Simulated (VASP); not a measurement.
Input of a VASP 6.6.1 run:

The input POSCAR:

```
Al3GaN4
1.0
    4.4012372935      0.0000000000      0.0000000000
    0.0000000000      4.4012372935      0.0000000000
    0.0000000000      0.0000000000      4.4012372935
Al Ga N
3 1 4
Direct
    0.5000000000      0.5000000000      0.0000000000
    0.5000000000      0.0000000000      0.5000000000
    0.0000000000      0.5000000000      0.5000000000
   -0.0098384312     -0.0098384312     -0.0098384312
    0.7444581597      0.7444581597      0.2555418403
    0.7444581597      0.2555418403      0.7444581597
    0.2555418403      0.7444581597      0.7444581597
    0.2555418403      0.2555418403      0.2555418403
```

INCAR.step1

```
SYSTEM = Al3GaN4
ALGO = Normal
EDIFF = 1E-4
ENCUT = 520
GGA = PE
ISMEAR = 0
LASPH = .True.
LCHARG = .False.
LREAL = .False.
LWAVE = .True.
NBANDS = 31
NELM = 60
PREC = Accurate
SIGMA = 0.05
```

Contents of INCAR.step2:

```
SYSTEM = Al3GaN4
ALGO = Normal
EDIFF = 1E-6
ENCUT = 520
ISIF = 2
ISMEAR = 0
ISTART = 1
LASPH = .True.
LCHARG = .False.
LMIXTAU = .True.
LREAL = .False.
LWAVE = .False.
METAGGA = R2SCAN
NBANDS = 31
NELM = 60
PREC = Accurate
SIGMA = 0.05
```

Contents of KPOINTS:

```
k-points
0
Gamma
  6 6 6
  0 0 0
```

Potentials or basis: VASP PAW PBE potentials, release 64 (Al, Ga_d, N).

Launch:

```sh
$ cat potpaw_PBE.64/Al/POTCAR potpaw_PBE.64/Ga_d/POTCAR potpaw_PBE.64/N/POTCAR > POTCAR
$ cp INCAR.step1 INCAR
$ mpirun -np 1 vasp_std > vasp.out
$ cp INCAR.step2 INCAR
$ mpirun -np 1 vasp_std > vasp.out
```

Problem. Predict the band gap on the k mesh.

Solution. 3.62 eV, direct.

Problem. Predict the pressure.

Solution. 0.2 GPa.

Stress tensor (GPa, compression positive):
```
 0.15 -0.64 -0.64
-0.64  0.15 -0.64
-0.64 -0.64  0.15
```

Caveat: the cell differs from its parent crystal (all Ga atoms moved -0.075 Å, as atom 4 along Cartesian [1 1 1]); the PAW data sets were made with another functional, which shifts forces and pressure a little. A k mesh can miss the band edges.
